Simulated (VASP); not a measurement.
A run of VASP 6.6.1 is set up as follows.

File INCAR:

```
SYSTEM = TiC
  PREC = Accurate
  ENCUT = 520
  EDIFF = 1E-8
  ISMEAR = -1
  SIGMA = 0.15
  LREAL = .False.
  LASPH = .True.
  NELM = 100
  ALGO = Normal
  ISIF = 2
  LWAVE = .False.
  LCHARG = .False.
  GGA = CA
  IBRION = 8
  NSW = 1
```

The input KPOINTS:

```
regular mesh
0
Gamma
  16 16 16
  0 0 0
```

Contents of POSCAR:

```
TiC
1.0
    0.0000000000      2.1447067219      2.1447067219
    2.1447067219      0.0000000000      2.1447067219
    2.1447067219      2.1447067219      0.0000000000
Ti C
1 1
Direct
    0.0000000000      0.0000000000      0.0000000000
    0.5000000000      0.5000000000      0.5000000000
```

Potentials or basis: VASP PAW LDA potentials, release 64 (Ti_sv, C).

Launch:

```console
$ cat potpaw_LDA.64/Ti_sv/POTCAR potpaw_LDA.64/C/POTCAR > POTCAR
$ mpirun -np 1 vasp_std > vasp.out
```

Task: What does it give for the highest phonon frequency at Γ, LO-TO splitting left out?

Result: 536 cm⁻¹.

Phonon frequencies in cm⁻¹ (negative: imaginary):
```csv
q point,frequencies
"(0.000, 0.000, 0.000)",-1 -1 -1 536 536 536
```

Caveat: the cell differs from its parent crystal (phonons at volume x 1.02); the cell wasn't relaxed at this level first, which shifts response properties.
